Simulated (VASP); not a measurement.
Set up this calculation in VASP 6.6.1, as the native input.

* Task: single point
* Functional: r2SCAN
* Potentials or basis: VASP PAW PBE potentials, release 64 (W_sv, C)
* Cutoff: 520 eV
* k mesh: 18 × 18 × 16
* Occupations: gaussian, width 0.15 eV
* Spin: no spin polarisation
* Dipole correction: no
* Further INCAR settings: ALGO = Normal; EDIFF = 1e-06; NBANDS = 16

WC:

```
W C
1.0
     2.87150    0.00000    0.00000
    -1.43575    2.53703    0.00000
     0.00000    0.00000    2.82900
W C
1 1
Direct
  0.00000 0.00000 0.00000
  0.66667 0.33333 0.50000
```

This cell differs from its parent crystal: strain -0.0100 x Voigt [1, -1, 0, 0, 0, 0].

One way to write it, as run:

POSCAR

```
WC
1.0
    2.8714964216      0.0000000000      0.0000000000
   -1.4357482108      2.5370270066      0.0000000000
    0.0000000000      0.0000000000      2.8290000000
W C
1 1
Direct
    0.0000000000      0.0000000000      0.0000000000
    0.6666666667      0.3333333333      0.5000000000
```

INCAR.step1

```
PREC     = Accurate       # precision mode
ENCUT    = 520            # plane-wave cutoff, eV
ISMEAR   = 0              # smearing method
SIGMA    = 0.15           # smearing width, eV
LREAL    = F              # projectors in reciprocal space
LASPH    = T              # aspherical terms in the spheres
NELM     = 60             # most SCF steps
NBANDS   = 16             # bands
GGA      = PE             # functional
ALGO     = Normal         # electronic algorithm
EDIFF    = 1E-4           # SCF threshold, eV
LWAVE    = T              # write WAVECAR
LCHARG   = F              # write CHGCAR
```

INCAR.step2

```
PREC     = Accurate       # precision mode
ENCUT    = 520            # plane-wave cutoff, eV
EDIFF    = 1E-6           # SCF threshold, eV
ISMEAR   = 0              # smearing method
SIGMA    = 0.15           # smearing width, eV
LREAL    = F              # projectors in reciprocal space
LASPH    = T              # aspherical terms in the spheres
NELM     = 60             # most SCF steps
ALGO     = Normal         # electronic algorithm
ISIF     = 2              # what is computed and relaxed
LWAVE    = F              # write WAVECAR
LCHARG   = F              # write CHGCAR
METAGGA  = R2SCAN         # meta-GGA
LMIXTAU  = T            
NBANDS   = 16             # bands
ISTART   = 1
```

KPOINTS

```
regular mesh
0
Gamma
  18 18 16
```

Potentials or basis: VASP PAW PBE potentials, release 64 (W_sv, C).

Launch:

```bash
$ cat potpaw_PBE.64/W_sv/POTCAR potpaw_PBE.64/C/POTCAR > POTCAR
$ cp INCAR.step1 INCAR
$ mpirun -np 1 vasp_std > vasp.out
$ cp INCAR.step2 INCAR
$ mpirun -np 1 vasp_std > vasp.out
```

It gave:

| Item | Value |
| --- | --- |
| Pressure | 6.4 GPa |
| Largest force | 0.104 eV/Å |
| Band gap on the k mesh | zero (band 9 reaches 11.81 eV, above the bottom of band 10 at 10.61 eV) |

Caveat: the cell differs from its parent crystal (strain -0.0100 x Voigt [1, -1, 0, 0, 0, 0]); the PAW data sets were made with another functional, which shifts forces and pressure a little; spin-orbit coupling is left out, which moves the levels of the heavy elements.

Run time: 26 min on 1 thread of Oxide Virtual Turin-like Processor (shared host), peak memory 0.33 GiB.
